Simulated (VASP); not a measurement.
# HgPbBr6 (Fm-3m) in VASP: further runs

Runs on HgPbBr6. Level: PBEsol. Tasks: single point, relaxation of cell and atoms.

Program: VASP 6.6.1. These are calculated values, not measurements. Logs are shortened: lines on timing, memory, paths and dates and some standing lists are left out, and cuts for length are marked.

## Step 1: The cell of the first run

The structure is cubic, space group Fm-3m (No. 225). The conventional cell has a = 10.989 Å, b = 10.989 Å, c = 10.989 Å, α = 90.00°, β = 90.00°, γ = 90.00°. Within 3.6 Å of Hg (site symmetry m-3m) lie 6 Br at 2.72 Å. Within 3.7 Å of Pb (site symmetry m-3m) lie 6 Br at 2.77 Å. Br (site symmetry 4mm) has 1 Hg at 2.72 Å and 1 Pb at 2.77 Å within 3.6 Å.

## Step 2: Single point, PBEsol

Input file INCAR:

```
ALGO = Normal
EDIFF = 1E-6
ENCUT = 520
GGA = PS
ISIF = 2
ISMEAR = -1
LASPH = True
LCHARG = False
LREAL = False
LWAVE = False
NBANDS = 44
NELM = 80
PREC = Accurate
SIGMA = 0.03
```

Input file KPOINTS:

```
k-points
0
Gamma
  4 4 4
```

Input file POSCAR:

```
HgPbBr6
1.0
    0.0000000000      5.4946602583      5.4946602583
    5.4946602583      0.0000000000      5.4946602583
    5.4946602583      5.4946602583      0.0000000000
Hg Pb Br
1 1 6
Direct
    0.5000000000      0.5000000000      0.5000000000
    0.0000000000      0.0000000000      0.0000000000
    0.7478616268      0.2521383732      0.2521383732
    0.2521383732      0.7478616268      0.7478616268
    0.2521383732      0.7478616268      0.2521383732
    0.7478616268      0.2521383732      0.7478616268
    0.2521383732      0.2521383732      0.7478616268
    0.7478616268      0.7478616268      0.2521383732
```

Potentials or basis: VASP PAW PBE potentials, release 64 (Hg, Pb_d, Br).

Run with:

```console
cat potpaw_PBE.64/Hg/POTCAR potpaw_PBE.64/Pb_d/POTCAR potpaw_PBE.64/Br/POTCAR > POTCAR
mpirun -np 1 vasp_std > vasp.out
```

OUTCAR:

```text
EDIFF = 1E-6
   ENCUT = 520
   GGA = PS
   ISIF = 2
   ISMEAR = -1
   LASPH = True
   LREAL = False
   NELM = 80
   PREC = Accurate

 ion  position               nearest neighbor table
   1  0.500  0.500  0.500-   3 2.72   4 2.72   5 2.72   6 2.72   7 2.72   8 2.72
   2  0.000  0.000  0.000-   3 2.77   4 2.77   5 2.77   6 2.77   7 2.77   8 2.77
   3  0.748  0.252  0.252-   1 2.72   2 2.77
   4  0.252  0.748  0.748-   1 2.72   2 2.77
   5  0.252  0.748  0.252-   1 2.72   2 2.77
   6  0.748  0.252  0.748-   1 2.72   2 2.77
   7  0.252  0.252  0.748-   1 2.72   2 2.77
   8  0.748  0.748  0.252-   1 2.72   2 2.77

  LATTYP: Found a face centered cubic cell.
 ALAT       =    10.9893205166

  Lattice vectors:

 A1 = (   0.0000000000,   5.4946602583,   5.4946602583)
 A2 = (   5.4946602583,   0.0000000000,   5.4946602583)
 A3 = (   5.4946602583,   5.4946602583,   0.0000000000)

Analysis of symmetry for initial positions (statically):
=====================================================================
 Subroutine PRICEL returns:
 Original cell was already a primitive cell.

 Routine SETGRP: Setting up the symmetry group for a
 face centered cubic supercell.

 Subroutine GETGRP returns: Found 48 space group operations
 (whereof 48 operations were pure point group operations)
 out of a pool of 48 trial point group operations.

The static configuration has the point symmetry O_h .

Analysis of symmetry for dynamics (positions and initial velocities):
=====================================================================
 Subroutine PRICEL returns:
 Original cell was already a primitive cell.

 Routine SETGRP: Setting up the symmetry group for a
 face centered cubic supercell.

 Subroutine GETGRP returns: Found 48 space group operations
 (whereof 48 operations were pure point group operations)
 out of a pool of 48 trial point group operations.

The dynamic configuration has the point symmetry O_h .

 Subroutine INISYM returns: Found 48 space group operations
 (whereof 48 operations are pure point group operations),
 and found     1 'primitive' translations

----------------------------------------------------------------------------------------

                                     Primitive cell

  volume of cell :     331.7818

[... 86 lines left out ...]
   NSW    =      0    number of steps for IOM
   IBRION =     -1    ionic relax: 0-MD 1-quasi-New 2-CG
   NFREE  =      0    steps in history (QN), initial steepest desc. (CG)
   ISIF   =      2    stress and relaxation
   ISYM   =      2    0-nonsym 1-usesym 2-fastsym
   POTIM  = 0.5000    time-step for ionic-motion
   TEBEG  =    0.0;   TEEND  =   0.0 temperature during run
   PSTRESS=    0.0 pullay stress
   NELECT =      68.0000    total number of electrons
   NUPDOWN=      -1.0000    fix difference up-down
   EMIN   =  10.00;   EMAX   =-10.00  energy-range for DOS
   EFERMI =   0.00;   METHOD = LEGACY
   ISMEAR =    -1;   SIGMA  =   0.03  broadening in eV -4-tet -1-fermi 0-gaus
   EFERMI_NEDOS =   21; number of points for ismear=-14 and -15
   IALGO  =     38    algorithm
   IMIX   =      4    mixing-type and parameters
     AMIX     =   0.40;   BMIX     =  1.00
     AMIX_MAG =   1.60;   BMIX_MAG =  1.00
  volume/ion in A,a.u.               =      41.47       279.87
  Fermi-wavevector in a.u.,A,eV,Ry     =   0.965221  1.824004 12.675901  0.931652
  Thomas-Fermi vector in A             =   2.094920
   LORBIT       =      0    0 simple, 1 ext, 2 COOP (PROOUT), +10 PAW based schemes
   GGA     = PS    functional components
   LHFCALC =     F    Hartree Fock is set to
   AEXX    =    0.0000 exact exchange contribution
   IVDW    =     0    specifies the selected vdW correction
   LEPSILON=     F    determine dielectric tensor
   LRPA    =     F    only Hartree local field effects (RPA)
 non-spin polarized calculation
  energy-cutoff  :      520.00
  volume of cell :      331.78
 maximum number of plane-waves:      8964
 NGX is ok and might be reduce to    60
   NGX = 29   NGY = 29   NGZ = 29

 number of electron      67.9999996 magnetization

 Free energy of the ion-electron system (eV)
  ---------------------------------------------------
  ext. energy  EPLUGINS =         0.00000000
  ---------------------------------------------------
  free energy    TOTEN  =       -17.68608457 eV

  energy without entropy =      -17.66062499  energy(sigma->0) =      -17.67335478

 E-fermi :  -1.7057     XC(G=0):  -7.0670

 val. band max:       -1.7551716640   @ k =   0.2500   0.0000   0.0000
 cond. band min:      -1.6895279490   @ k =   0.5000   0.0000   0.0000
 fundamental gap:      0.0656437150
 Fermi energy:        -1.7056524153

 k-point     1 :       0.0000    0.0000    0.0000
  band No.  band energies     occupation
      1     -17.9877      2.00000
      2     -17.9877      2.00000
      3     -17.7599      2.00000
      4     -17.7599      2.00000
      5     -17.7599      2.00000
      6     -15.6592      2.00000
[... 365 lines left out ...]
     43       6.3751      0.00000
     44       6.5630      0.00000

------------------------ aborting loop because EDIFF is reached ----------------------------------------

  FORCE on cell =-STRESS in cart. coord.  units (eV):
  Direction    XX          YY          ZZ          XY          YZ          ZX
  --------------------------------------------------------------------------------------
  -------------------------------------------------------------------------------------
  Total        0.1362602      0.1362602      0.1362602      0.0000000      0.0000000     -0.0000000
  in kB        0.6580016      0.6580016      0.6580016      0.0000000      0.0000000     -0.0000000
  external PRESSURE =       0.6580016 kB  Pullay stress =       0.0000000 kB

 VOLUME and BASIS-vectors are now :
 -----------------------------------------------------------------------------
  energy-cutoff  :      520.00
  volume of cell :      331.78
      direct lattice vectors                 reciprocal lattice vectors
     0.000000000  5.494660258  5.494660258    -0.090997437  0.090997437  0.090997437
     5.494660258  0.000000000  5.494660258     0.090997437 -0.090997437  0.090997437
     5.494660258  5.494660258  0.000000000     0.090997437  0.090997437 -0.090997437

 POSITION                                       TOTAL-FORCE (eV/Angst)
 -----------------------------------------------------------------------------------
      5.49466      5.49466      5.49466        -0.000000      0.000000     -0.000000
      0.00000      0.00000      0.00000        -0.000000      0.000000     -0.000000
      2.77083      5.49466      5.49466        -0.026647      0.000000     -0.000000
      8.21849      5.49466      5.49466         0.026647      0.000000     -0.000000
      5.49466      2.77083      5.49466        -0.000000     -0.026647     -0.000000
      5.49466      8.21849      5.49466        -0.000000      0.026647     -0.000000
      5.49466      5.49466      2.77083        -0.000000      0.000000     -0.026647
      5.49466      5.49466      8.21849        -0.000000      0.000000      0.026647
 -----------------------------------------------------------------------------------
    total drift:                               -0.000000     -0.000000     -0.000000

  FREE ENERGIE OF THE ION-ELECTRON SYSTEM (eV)
  ---------------------------------------------------
  free  energy   TOTEN  =       -17.6860845674 eV

  energy  without entropy=      -17.6606249875  energy(sigma->0) =      -17.67335478
```

Wall time 2.5 min (1 thread of Intel Xeon Platinum 8488C (Sapphire Rapids), shared host); peak memory 0.55 GiB.

Results:

```
Free energy            : -17.6861 eV
Pressure               : 0.1 GPa
Largest force          : 0.027 eV/Å
Band gap on the k mesh : zero (bands 34 and 35 overlap by 0.11 eV)
```

Forces on the atoms (eV/Å):
```
Hg   0.000  0.000  0.000
Pb   0.000  0.000  0.000
Br  -0.027  0.000  0.000
Br   0.027  0.000  0.000
Br   0.000 -0.027  0.000
Br   0.000  0.027  0.000
Br   0.000  0.000 -0.027
Br   0.000  0.000  0.027
```

Caveat: the PAW data sets were made with another functional, which shifts forces and pressure a little; spin-orbit coupling is left out, which moves the levels of the heavy elements.

## Step 3: Relaxation of cell and atoms, PBEsol

This run uses another cell than the first one, of 36.25 Å³/atom.

Input file INCAR:

```
PREC = Accurate
ENCUT = 600
EDIFF = 1E-7
ISMEAR = -1
SIGMA = 0.03
LREAL = False
LASPH = True
NELM = 100
ALGO = Normal
ISIF = 3
LWAVE = False
LCHARG = False
GGA = PS
IBRION = 2
NSW = 100
EDIFFG = -0.01
```

Input file KPOINTS:

```
regular mesh
0
Gamma
  4 4 4
```

Input file POSCAR:

```
HgPbBr6
1.0
    0.0000000000      5.2537490900      5.2537490900
    5.2537490900      0.0000000000      5.2537490900
    5.2537490900      5.2537490900      0.0000000000
Hg Pb Br
1 1 6
Direct
    0.5000000000      0.5000000000      0.5000000000
    0.0000000000      0.0000000000      0.0000000000
    0.7476230800      0.2523769200      0.2523769200
    0.2523769200      0.7476230800      0.7476230800
    0.2523769200      0.7476230800      0.2523769200
    0.7476230800      0.2523769200      0.7476230800
    0.2523769200      0.2523769200      0.7476230800
    0.7476230800      0.7476230800      0.2523769200
```

Potentials or basis: VASP PAW PBE potentials, release 64 (Hg, Pb_d, Br).

Run with:

```console
cat potpaw_PBE.64/Hg/POTCAR potpaw_PBE.64/Pb_d/POTCAR potpaw_PBE.64/Br/POTCAR > POTCAR
mpirun -np 1 vasp_std > vasp.out
```

Run time: 10 min. Hardware: 1 thread of Intel Xeon Platinum 8488C (Sapphire Rapids), shared host; peak memory 0.6 GiB.

It converged, with:

```
Free energy                           : -17.6840 eV
Relaxed volume                        : 41.56 Å³/atom
Relaxed cell                          : a = 7.776 Å, b = 7.776 Å, c = 7.776 Å, α = 60.00°, β = 60.00°, γ = 60.00°
Space group after relaxing (to 0.1 Å) : Fm-3m (No. 225)
Energy gained by relaxing             : 71.7 meV/atom
Ionic steps                           : 7
Pressure after relaxing               : 0.0 GPa
Largest force after relaxing          : 0.007 eV/Å
Band gap on the k mesh                : zero (bands 34 and 35 overlap by 0.11 eV)
```

Forces on the atoms (eV/Å):
```
Hg   0.000  0.000  0.000
Pb   0.000  0.000  0.000
Br  -0.007  0.000  0.000
Br   0.007  0.000  0.000
Br   0.000 -0.007  0.000
Br   0.000  0.007  0.000
Br   0.000  0.000 -0.007
Br   0.000  0.000  0.007
```

The path:
| step | energy change (eV) | largest force (eV/Å) | pressure (GPa) | volume (Å³) |
| --- | --- | --- | --- | --- |
| 1 | 0.0000 | 0.0955 | 4.92 | 290.03 |
| 2 | -0.5636 | 0.0090 | -0.47 | 339.26 |
| 3 | -0.5734 | 0.0156 | 0.01 | 332.48 |
| 4 | -0.5733 | 0.0124 | -0.05 | 333.37 |
| 5 | -0.5735 | 0.0112 | -0.01 | 332.71 |
| 6 | -0.5735 | 0.0109 | 0.01 | 332.48 |
| 7 | -0.5735 | 0.0072 | 0.01 | 332.49 |

Final structure:
```cif
data_structure
_symmetry_space_group_name_H-M 'P 1'
_symmetry_Int_Tables_number 1
_cell_length_a 7.7762
_cell_length_b 7.7762
_cell_length_c 7.7762
_cell_angle_alpha 60.000
_cell_angle_beta 60.000
_cell_angle_gamma 60.000
_cell_volume 332.49
loop_
_atom_site_label
_atom_site_type_symbol
_atom_site_fract_x
_atom_site_fract_y
_atom_site_fract_z
_atom_site_occupancy
Hg1 Hg 0.50000 0.50000 0.50000 1
Pb1 Pb 0.00000 0.00000 0.00000 1
Br1 Br 0.74814 0.25186 0.25186 1
Br2 Br 0.25186 0.74814 0.74814 1
Br3 Br 0.25186 0.74814 0.25186 1
Br4 Br 0.74814 0.25186 0.74814 1
Br5 Br 0.25186 0.25186 0.74814 1
Br6 Br 0.74814 0.74814 0.25186 1
```

Levels at points of the mesh, in eV from the Fermi level:
| k point | band 30 | band 31 | band 32 | band 33 | band 34 | band 35 | band 36 | band 37 | band 38 | band 39 |
| --- | --- | --- | --- | --- | --- | --- | --- | --- | --- | --- |
| (0.00, 0.00, 0.00) | -0.54 | -0.20 | -0.20 | 0.06 | 0.06 | 0.06 | 4.02 | 4.02 | 4.02 | 4.34 |
| (0.50, 0.00, 0.00) | -0.32 | -0.29 | -0.28 | -0.24 | -0.24 | 0.02 | 1.40 | 5.95 | 5.95 | 6.67 |
| (0.50, 0.50, 0.00) | -0.65 | -0.55 | -0.55 | -0.20 | 0.05 | 1.23 | 3.39 | 4.67 | 4.67 | 5.25 |

Caveat: the PAW data sets were made with another functional, which shifts forces and pressure a little; spin-orbit coupling is left out, which moves the levels of the heavy elements.
